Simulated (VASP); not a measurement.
# HC12 (a cell with a defect) in VASP: single point with LDA

Aim: the single point of HC12 (a cell with a defect) with LDA.

Everything below comes from runs of VASP 6.6.1. Logs are shortened: lines on timing, memory, paths and dates and some standing lists are left out, and cuts for length are marked.

## 1. The cell of the first run

The cell holds a defect, 13 atoms: a = 4.325 Å, b = 4.325 Å, c = 4.325 Å, α = 80.41°, β = 70.53°, γ = 60.00°.

## 2. Single point, LDA

The input, INCAR:

```
ALGO     = Normal         # electronic algorithm
EDIFF    = 1E-7           # SCF threshold, eV
ENCUT    = 520            # plane-wave cutoff, eV
ISIF     = 2              # what is computed and relaxed
ISMEAR   = 0              # smearing method
LASPH    = True           # aspherical terms in the spheres
LCHARG   = True           # write CHGCAR
LELF     = True           # ELF
LREAL    = False          # projectors in reciprocal space
LVHAR    = True         
LWAVE    = False          # write WAVECAR
NBANDS   = 36             # bands
NELECT   = 48.0         
NELM     = 80             # most SCF steps
PREC     = Accurate       # precision mode
SIGMA    = 0.05           # smearing width, eV
```

The input, KPOINTS:

```
k-points
0
Gamma
  6 6 6
```

The input, POSCAR:

```
HC12
1.0
    1.7657489870     -3.5314979740     -1.7657489870
    3.5314979740     -1.7657489870      1.7657489870
   -1.7657489870     -3.5314979740      1.7657489870
C H
12 1
Direct
    0.2500000000      1.0000000000      0.2500000000
    0.0833333333      0.3333333333      0.7500000000
    0.9166666667      0.6666666667      0.2500000000
    0.7500000000      1.0000000000      0.7500000000
    0.5833333333      0.3333333333      0.2500000000
    0.4166666667      0.6666666667      0.7500000000
    0.9583333333      0.3333333333      0.1250000000
    0.7916666667      0.6666666667      0.6250000000
    0.6250000000      1.0000000000      0.1250000000
    0.4583333333      0.3333333333      0.6250000000
    0.2916666667      0.6666666667      0.1250000000
    0.1250000000      1.0000000000      0.6250000000
    1.2083333333      0.3333333333      0.3750000000
```

Potentials or basis: VASP PAW LDA potentials, release 64 (C, H).

Launch:

```console
$ cat potpaw_LDA.64/C/POTCAR potpaw_LDA.64/H/POTCAR > POTCAR
$ mpirun -np 1 vasp_std > vasp.out
```

OUTCAR:

```text
EDIFF = 1E-7
   ENCUT = 520
   ISIF = 2
   ISMEAR = 0
   LASPH = True
   LREAL = False
   NELECT = 48.0
   NELM = 80
   PREC = Accurate

 ion  position               nearest neighbor table
   1  0.250  0.000  0.250-  11 1.53   9 1.53   7 1.53  12 1.53
   2  0.083  0.333  0.750-  12 1.53   8 1.53  10 1.53   7 1.53
   3  0.917  0.667  0.250-   8 1.53   9 1.53  11 1.53   7 1.53
   4  0.750  0.000  0.750-   8 1.53   9 1.53  10 1.53  12 1.53
   5  0.583  0.333  0.250-   9 1.53   7 1.53  10 1.53  11 1.53
   6  0.417  0.667  0.750-   8 1.53  11 1.53  12 1.53  10 1.53
   7  0.958  0.333  0.125-   1 1.53   2 1.53   5 1.53   3 1.53
   8  0.792  0.667  0.625-   4 1.53   3 1.53   2 1.53   6 1.53
   9  0.625  0.000  0.125-   5 1.53   3 1.53   4 1.53   1 1.53
  10  0.458  0.333  0.625-   2 1.53   4 1.53   5 1.53   6 1.53
  11  0.292  0.667  0.125-   1 1.53   3 1.53   5 1.53   6 1.53
  12  0.125  0.000  0.625-   2 1.53   1 1.53   4 1.53   6 1.53
  13  0.208  0.333  0.375-

  LATTYP: Found a base centered monoclinic cell.
 ALAT       =     4.3251840320
 B/A-ratio  =     1.7320508076
 C/A-ratio  =     1.0000000000
 COS(beta)  =    -0.3333333333

  Lattice vectors:

 A1 = (   1.7657489870,   1.7657489870,   3.5314979740)
 A2 = (  -3.5314979740,   1.7657489870,  -1.7657489870)
 A3 = (  -1.7657489870,  -3.5314979740,   1.7657489870)

Analysis of symmetry for initial positions (statically):
=====================================================================
 Subroutine PRICEL returns:
 Original cell was already a primitive cell.

 Routine SETGRP: Setting up the symmetry group for a
 base centered monoclinic supercell.

 Subroutine GETGRP returns: Found  2 space group operations
 (whereof  1 operations were pure point group operations)
 out of a pool of  4 trial point group operations.

The static configuration has the point symmetry C_1 .
 The point group associated with its full space group is C_1h.

Analysis of symmetry for dynamics (positions and initial velocities):
=====================================================================
 Subroutine PRICEL returns:
 Original cell was already a primitive cell.

 Routine SETGRP: Setting up the symmetry group for a
 base centered monoclinic supercell.

 Subroutine GETGRP returns: Found  2 space group operations
 (whereof  1 operations were pure point group operations)
 out of a pool of  4 trial point group operations.

The dynamic configuration has the point symmetry C_1 .
 The point group associated with its full space group is C_1h.

 Subroutine INISYM returns: Found  2 space group operations
 (whereof  1 operations are pure point group operations),
 and found     1 'primitive' translations

----------------------------------------------------------------------------------------

                                     Primitive cell

  volume of cell :      66.0645

  direct lattice vectors                    reciprocal lattice vectors
     1.765748987 -3.531497974 -1.765748987     0.047194326 -0.141582978 -0.235971630
     3.531497974 -1.765748987  1.765748987     0.188777304  0.000000000  0.188777304
    -1.765748987 -3.531497974  1.765748987    -0.141582978 -0.141582978  0.141582978

  length of vectors
     4.325184032  4.325184032  4.325184032     0.279205398  0.266971424  0.245228911

  position of ions in fractional coordinates (direct lattice)
     0.250000000  0.000000000  0.250000000
     0.083333333  0.333333333  0.750000000
     0.916666667  0.666666667  0.250000000
     0.750000000  0.000000000  0.750000000
     0.583333333  0.333333333  0.250000000
     0.416666667  0.666666667  0.750000000
     0.958333333  0.333333333  0.125000000
     0.791666667  0.666666667  0.625000000
     0.625000000  0.000000000  0.125000000
     0.458333333  0.333333333  0.625000000
     0.291666667  0.666666667  0.125000000
     0.125000000  0.000000000  0.625000000
     0.208333333  0.333333333  0.375000000

  ion indices of the primitive-cell ions
   primitive index   ion index
                 1           1
                 2           2
                 3           3
                 4           4
                 5           5
                 6           6
                 7           7
                 8           8
                 9           9
                10          10
                11          11
                12          12
                13          13

----------------------------------------------------------------------------------------

 KPOINTS: k-points

Automatic generation of k-mesh.
 Grid dimensions read from file:
 generate k-points for:    6    6    6

 Generating k-lattice:

  Cartesian coordinates                     Fractional coordinates (reciprocal lattice)
     0.007865721 -0.023597163 -0.039328605     0.166666667 -0.000000000 -0.000000000
     0.031462884  0.000000000  0.031462884     0.000000000  0.166666667  0.000000000
    -0.023597163 -0.023597163  0.023597163     0.000000000  0.000000000  0.166666667

  Length of vectors
     0.046534233  0.044495237  0.040871485

  Shift w.r.t. Gamma in fractional coordinates (k-lattice)
     0.000000000  0.000000000  0.000000000

 Subroutine IBZKPT returns following result:
 ===========================================

 Found     68 irreducible k-points:

 Following reciprocal coordinates:
            Coordinates               Weight
  0.000000  0.000000  0.000000      1.000000
  0.166667  0.000000  0.000000      4.000000
  0.333333 -0.000000  0.000000      4.000000
  0.500000 -0.000000  0.000000      2.000000
  0.000000  0.166667  0.000000      2.000000
  0.333333  0.166667  0.000000      2.000000
[... 16 lines left out ...]
 -0.333333  0.166667  0.166667      4.000000
 -0.166667  0.166667  0.166667      4.000000
 [... further k-points ...]
   k-points           NKPTS =     68   k-points in BZ     NKDIM =     68   number of bands    NBANDS=     36
   number of dos      NEDOS =    301   number of ions     NIONS =     13
   total plane-waves  NPLWV =  32768
   dimension x,y,z NGX =    32 NGY =   32 NGZ =   32
   dimension x,y,z NGXF=    64 NGYF=   64 NGZF=   64
   ions per type =              12   1
   NGX,Y,Z   is equivalent  to a cutoff of  12.30, 12.30, 12.30 a.u.
   NGXF,Y,Z  is equivalent  to a cutoff of  24.60, 24.60, 24.60 a.u.
 SYSTEM =  unknown system
   PREC   = accura    normal or accurate (medium, high low for compatibility)
   ISTART =      0    job   : 0-new  1-cont  2-samecut
   ICHARG =      2    charge: 1-file 2-atom 10-const
   ISPIN  =      1    spin polarized calculation?
   LNONCOLLINEAR =      F non collinear calculations
   LSORBIT =      F    spin-orbit coupling
   LASPH  =      T    aspherical Exc in radial PAW
   ENCUT  =  520.0 eV  38.22 Ry    6.18 a.u.   8.04  8.04  8.04*2*pi/ulx,y,z
   NELM   =     80;   NELMIN=  2; NELMDL= -5     # of ELM steps
   EDIFF  = 0.1E-06   stopping-criterion for ELM
   LREAL  =      F    real-space projection
   EDIFFG = 0.1E-05   stopping-criterion for IOM
   NSW    =      0    number of steps for IOM
   IBRION =     -1    ionic relax: 0-MD 1-quasi-New 2-CG
   NFREE  =      0    steps in history (QN), initial steepest desc. (CG)
   ISIF   =      2    stress and relaxation
   ISYM   =      2    0-nonsym 1-usesym 2-fastsym
   POTIM  = 0.5000    time-step for ionic-motion
   TEBEG  =    0.0;   TEEND  =   0.0 temperature during run
   PSTRESS=    0.0 pullay stress
   NELECT =      48.0000    total number of electrons
   NUPDOWN=      -1.0000    fix difference up-down
   EMIN   =  10.00;   EMAX   =-10.00  energy-range for DOS
   EFERMI =   0.00;   METHOD = LEGACY
   ISMEAR =     0;   SIGMA  =   0.05  broadening in eV -4-tet -1-fermi 0-gaus
   EFERMI_NEDOS =   21; number of points for ismear=-14 and -15
   IALGO  =     38    algorithm
   IMIX   =      4    mixing-type and parameters
     AMIX     =   0.40;   BMIX     =  1.00
     AMIX_MAG =   1.60;   BMIX_MAG =  1.00
  volume/ion in A,a.u.               =       5.08        34.29
  Fermi-wavevector in a.u.,A,eV,Ry     =   1.471745  2.781195 29.470667  2.166033
  Thomas-Fermi vector in A             =   2.586844
   LORBIT       =      0    0 simple, 1 ext, 2 COOP (PROOUT), +10 PAW based schemes
   GGA     = CA    functional components
   LHFCALC =     F    Hartree Fock is set to
   AEXX    =    0.0000 exact exchange contribution
   IVDW    =     0    specifies the selected vdW correction
   LEPSILON=     F    determine dielectric tensor
   LRPA    =     F    only Hartree local field effects (RPA)
 non-spin polarized calculation
 Gauss-broadening in eV      SIGMA  =   0.05
  energy-cutoff  :      520.00
  volume of cell :       66.06
 maximum number of plane-waves:      1807
   NGX = 17   NGY = 17   NGZ = 17

 number of electron      47.9999999 magnetization

 Free energy of the ion-electron system (eV)
  ---------------------------------------------------
  ext. energy  EPLUGINS =         0.00000000
  ---------------------------------------------------
  free energy    TOTEN  =      -131.36394804 eV

  energy without entropy =     -131.36394804  energy(sigma->0) =     -131.36394804

 E-fermi :  10.6872     XC(G=0): -13.6747

 val. band max:       10.3722018924   @ k =   0.0000   0.0000   0.0000
 cond. band min:      11.2899665018   @ k =  -0.3333   0.3333   0.5000
 fundamental gap:      0.9177646094
 Fermi energy:        10.6871672500

 k-point     1 :       0.0000    0.0000    0.0000
  band No.  band energies     occupation
      1     -11.7683      2.00000
      2      -5.4753      2.00000
      3      -4.4559      2.00000
      4      -3.9456      2.00000
      5      -3.8074      2.00000
      6      -3.4610      2.00000
[... 28 lines left out ...]
     35      20.2804      0.00000
     36      20.7502      0.00000
[... 866 lines left out ...]
      6      -2.1620      2.00000
[... 28 lines left out ...]
     35      19.9905      0.00000
     36      20.0829      0.00000

 [... further k-points ...]

------------------------ aborting loop because EDIFF is reached ----------------------------------------

  FORCE on cell =-STRESS in cart. coord.  units (eV):
  Direction    XX          YY          ZZ          XY          YZ          ZX
  --------------------------------------------------------------------------------------
  -------------------------------------------------------------------------------------
  Total       -8.4905994     -8.3887005     -8.4905994      0.0003100     -0.0003100     -0.0346351
  in kB     -205.9115898   -203.4403647   -205.9115898      0.0075182     -0.0075180     -0.8399598
  external PRESSURE =    -205.0878481 kB  Pullay stress =       0.0000000 kB

 VOLUME and BASIS-vectors are now :
 -----------------------------------------------------------------------------
  energy-cutoff  :      520.00
  volume of cell :       66.06
      direct lattice vectors                 reciprocal lattice vectors
     1.765748987 -3.531497974 -1.765748987     0.047194326 -0.141582978 -0.235971630
     3.531497974 -1.765748987  1.765748987     0.188777304  0.000000000  0.188777304
    -1.765748987 -3.531497974  1.765748987    -0.141582978 -0.141582978  0.141582978

 POSITION                                       TOTAL-FORCE (eV/Angst)
 -----------------------------------------------------------------------------------
      0.00000     -1.76575      0.00000        -0.634806      0.474363     -0.462092
     -0.00000     -3.53150      1.76575        -0.460525     -0.519718      0.460525
      3.53150     -5.29725     -0.00000         0.462092      0.474363      0.634806
      0.00000     -5.29725      0.00000         0.143418      0.136538     -0.078830
      1.76575     -3.53150      0.00000         0.474238     -0.662929     -0.474238
      1.76575     -5.29725      1.76575         0.078830      0.136538     -0.143418
      2.64862     -4.41437     -0.88287         0.093219      0.797687     -0.093219
      2.64862     -6.18012      0.88287        -0.166870     -0.121461      1.011047
      0.88287     -2.64862     -0.88287         0.248541      0.258288     -0.944066
      0.88287     -4.41437      0.88287        -0.075975     -0.998130      0.075975
      2.64862     -2.64862      0.88287         0.944066      0.258288     -0.248541
     -0.88287     -2.64862      0.88287        -1.011047     -0.121461      0.166870
      0.88287     -2.64862      0.88287        -0.095180     -0.112368      0.095180
 -----------------------------------------------------------------------------------
    total drift:                               -0.000004      0.000001      0.000006

  FREE ENERGIE OF THE ION-ELECTRON SYSTEM (eV)
  ---------------------------------------------------
  free  energy   TOTEN  =      -131.3639480440 eV

  energy  without entropy=     -131.3639480440  energy(sigma->0) =     -131.36394804
```

It took 81 s on 1 thread of Intel Xeon Platinum 8488C (Sapphire Rapids), shared host; peak memory 0.22 GiB.

What came out:

```
Free energy   : -131.3639 eV
Largest force : 1.032 eV/Å
```

Forces in eV/Å, atoms in the order of the input:
```
C   -0.635  0.474 -0.462
C   -0.461 -0.520  0.461
C    0.462  0.474  0.635
C    0.143  0.137 -0.079
C    0.474 -0.663 -0.474
C    0.079  0.137 -0.143
C    0.093  0.798 -0.093
C   -0.167 -0.121  1.011
C    0.249  0.258 -0.944
C   -0.076 -0.998  0.076
C    0.944  0.258 -0.249
C   -1.011 -0.121  0.167
H   -0.095 -0.112  0.095
```

Caveat: the cell carries a net charge on a neutralising background, which shifts energy and pressure; the cell is charged against a uniform background, so pressure and absolute levels hang on convention.
